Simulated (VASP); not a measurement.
Here is a VASP 6.6.1 calculation.

INCAR

```
ALGO = Normal
EDIFF = 1E-6
ENCUT = 520
ISIF = 2
ISMEAR = -1
LASPH = True
LCHARG = True
LELF = True
LREAL = False
LVHAR = True
LWAVE = False
NBANDS = 18
NELM = 100
PREC = Accurate
SIGMA = 0.05
```

KPOINTS

```
k-points
0
Gamma
  5 5 5
```

File POSCAR:

```
ZnAu
1.0
    3.1470000000      0.0000000000      0.0000000000
    0.0000000000      3.1470000000      0.0000000000
    0.0000000000      0.0000000000      3.1470000000
Au Zn
1 1
Direct
    0.0000000000      0.0000000000      0.0000000000
    0.5000000000      0.5000000000      0.5000000000
```

Potentials or basis: VASP PAW LDA potentials, release 64 (Au, Zn).

Command:

```console
$ cat potpaw_LDA.64/Au/POTCAR potpaw_LDA.64/Zn/POTCAR > POTCAR
$ mpirun -np 1 vasp_std > vasp.out
```

**Question.** Estimate the pressure.

**Answer.** -5.7 GPa.

Caveat: the k points lie up to 0.40 Å⁻¹ apart.
